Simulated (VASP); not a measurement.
Here is a VASP 6.6.1 calculation.

INCAR

```
SYSTEM = Ir
  ALGO = Normal
  EDIFF = 1E-8
  ENCUT = 520
  GGA = PE
  ISIF = 2
  ISMEAR = -1
  LASPH = .TRUE.
  LCHARG = .FALSE.
  LEFG = .TRUE.
  LREAL = .FALSE.
  LWAVE = .FALSE.
  NBANDS = 16
  NELM = 80
  PREC = Accurate
  SIGMA = 0.03
```

File KPOINTS:

```
k-points
0
G
  15 15 8
  0 0 0
```

File POSCAR:

```
Ir
1.0
    2.8024711884      0.0000000000      0.0000000000
   -1.4012355942      2.4270112425      0.0000000000
    0.0000000000      0.0000000000      4.5389713024
Ir
2
Direct
    0.3333333333      0.6666666667      0.2500000000
    0.6666666667      0.3333333333      0.7500000000
```

Potentials or basis: VASP PAW PBE potentials, release 64 (Ir).

Run with:

```sh
$ cat potpaw_PBE.64/Ir/POTCAR > POTCAR
$ mpirun -np 1 vasp_std > vasp.out
```

Predict the band gap on the k mesh.

zero (bands 9 and 10 overlap by 2.82 eV).

Predict the pressure.

-16.9 GPa.

Stress tensor (GPa, compression positive):
```
-16.83   0.00   0.00
  0.00 -16.83   0.00
  0.00   0.00 -17.05
```

Caveat: the cell stands under tension; without QUAD_EFG the Cq values of the log hold for a quadrupole moment of 1 mb, not for the nuclei; spin-orbit coupling is left out, which moves the levels of the heavy elements.
